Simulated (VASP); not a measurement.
Li2O: single point with PBE

The system is Li2O.

```xyz
3
Lattice="0.0000 2.3000 2.3000 2.3000 0.0000 2.3000 2.3000 2.3000 0.0000" Properties=species:S:1:pos:R:3 pbc="T T T"
O     0.0000    0.0000    0.0000
Li    1.1500    1.1500    1.1500
Li    3.4500    3.4500    3.4500
```

```yaml
Program: VASP 6.6.1
Task: single point
Functional: PBE
Potentials_or_basis: VASP PAW PBE potentials, release 64 (O, Li_sv)
Cutoff: 750 eV
k_mesh: 6 × 6 × 6
Occupations: gaussian, width 0.1 eV
Spin: no spin polarisation
```

The pressure is 1.1 GPa. The band gap on the k mesh is 5.00 eV (least direct gap 5.36 eV).

Levels at points of the mesh, in eV from the valence-band top:
| k point | band 2 | band 3 | band 4 | band 5 | band 6 | band 7 | band 8 | band 9 | band 10 | band 11 |
| --- | --- | --- | --- | --- | --- | --- | --- | --- | --- | --- |
| (0.00, 0.00, 0.00) | -42.62 | -15.47 | 0.00 | 0.00 | 0.00 | 5.36 | 12.01 | 12.01 | 12.01 | 19.14 |
| (0.50, 0.00, 0.00) | -42.77 | -15.24 | -2.80 | -0.45 | -0.45 | 9.30 | 9.94 | 12.13 | 12.13 | 17.99 |
| (0.50, 0.50, 0.00) | -42.71 | -15.19 | -1.61 | -1.40 | -1.40 | 5.00 | 13.66 | 13.66 | 14.88 | 15.89 |

It took 9.1 s on 1 thread of Intel(R) Xeon(R) Platinum 8488C (Sapphire Rapids), on a shared host, peak memory 0.16 GiB.

A k mesh can miss the band edges.
